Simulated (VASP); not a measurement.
Wanted: the native input for a VASP 6.6.1 run.

| Quantity | Value |
| --- | --- |
| Task | single point |
| Functional | PBE |
| Potentials or basis | VASP PAW PBE potentials, release 64 (Mn_pv, O) |
| Cutoff | 520 eV |
| k mesh | 6 × 6 × 9 |
| Occupations | fermi-dirac, width 0.05 eV |
| Spin | collinear spin, ferrimagnetic start |
| Starting moments | [-2.09, 4.04, 0.0, 0.0, 0.0, 0.0] μB |
| Dipole correction | no |
| Further INCAR settings | ALGO = Normal; EDIFF = 1e-06; NBANDS = 38 |

The structure of MnO2 lies in POSCAR:

```
MnO2
1.0
    4.4004184607      0.0000000000      0.0000000000
    0.0000000000      4.4004184607      0.0000000000
    0.0000000000      0.0000000000      2.8670779400
Mn O
2 4
Direct
    0.5000000000      0.5000000000      0.5000000000
    0.0000000000      0.0000000000      0.0000000000
    0.8049161500      0.1950838500      0.5000000000
    0.6950838500      0.6950838500      0.0000000000
    0.1950838500      0.8049161500      0.5000000000
    0.3049161500      0.3049161500      0.0000000000
```

These files were run (other wordings do the same):

INCAR

```
ALGO     = Normal         # electronic algorithm
EDIFF    = 1E-6           # SCF threshold, eV
ENCUT    = 520            # plane-wave cutoff, eV
GGA      = PE             # functional
ISIF     = 2              # what is computed and relaxed
ISMEAR   = -1             # smearing method
ISPIN    = 2              # spin polarisation
LASPH    = True           # aspherical terms in the spheres
LCHARG   = True           # write CHGCAR
LELF     = True           # ELF
LMAXMIX  = 4              # l up to which the mixer works
LORBIT   = 11             # projections on sites
LREAL    = False          # projectors in reciprocal space
LVHAR    = True         
LWAVE    = False          # write WAVECAR
MAGMOM   = -2.09 4.04 0 0 0 0 # initial moments
NBANDS   = 38             # bands
NELM     = 150            # most SCF steps
PREC     = Accurate       # precision mode
SIGMA    = 0.05           # smearing width, eV
```

KPOINTS

```
k-points
0
Gamma
  6 6 9
```

Potentials or basis: VASP PAW PBE potentials, release 64 (Mn_pv, O).

The run is started by

```console
$ cat potpaw_PBE.64/Mn_pv/POTCAR potpaw_PBE.64/O/POTCAR > POTCAR
$ mpirun -np 1 vasp_std > vasp.out
```

Results of the run:

```
Pressure                                              : 4.0 GPa
Largest force                                         : 0.155 eV/Å
Band gap on the k mesh                                : zero (filled and empty bands overlap)
Net moment                                            : 0.00 μB per cell
Site moments                                          : Mn -2.50, +2.50; O +0.05, -0.05 (each value once) μB
Valence electrons inside the program's atomic spheres : Mn 11.74; O 5.03
```

Caveat: the cell stands under pressure; semilocal functionals often make such compounds metallic where correlation or magnetic order opens a gap, which also shifts bond lengths.

Run time: 3.7 min on 1 thread of AMD EPYC 7R13 Processor (Zen 3), with other jobs on the host, peak memory 0.3 GiB.
